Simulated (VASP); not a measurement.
# Al: phonons with PBE+D3(BJ)

Al:

```xyz
2
Lattice="2.7989 0.0000 0.0000 -1.3994 2.4239 0.0000 0.0000 0.0000 4.6029" Properties=species:S:1:pos:R:3 pbc="T T T"
Al    1.3994    0.8080    3.4521
Al    0.0000    1.6159    1.1507
```

This isn't the form of Al at room conditions, which is fcc.

| Property | Result |
| --- | --- |
| Program | VASP 6.6.1 |
| Task | phonons |
| Functional | PBE |
| Dispersion | D3(BJ) |
| Potentials or basis | VASP PAW PBE potentials, release 64 (Al) |
| Cutoff | 520 eV |
| k mesh | 18 × 18 × 10 |
| Occupations | fermi-dirac, width 0.15 eV |
| Spin | no spin polarisation |
| Dipole correction | no |
| Further INCAR settings | ALGO = Normal; EDIFF = 1e-08; IBRION = 6; POTIM = 0.015; NSW = 1 |

```json
{"Highest phonon frequency at Γ": "345 cm⁻¹", "Dispersion energy per atom": "-0.356 eV"}
```

Phonon frequencies in cm⁻¹ (negative: imaginary):
```tsv
q point	frequencies
(0.000, 0.000, 0.000)	0 0 0 159 159 345
```

It took 90 s on 1 thread of Intel(R) Xeon(R) 6975P-C (Granite Rapids), with other jobs on the host, peak memory 0.43 GiB.

Caveat: the cell stands under pressure or tension, which shifts response properties.
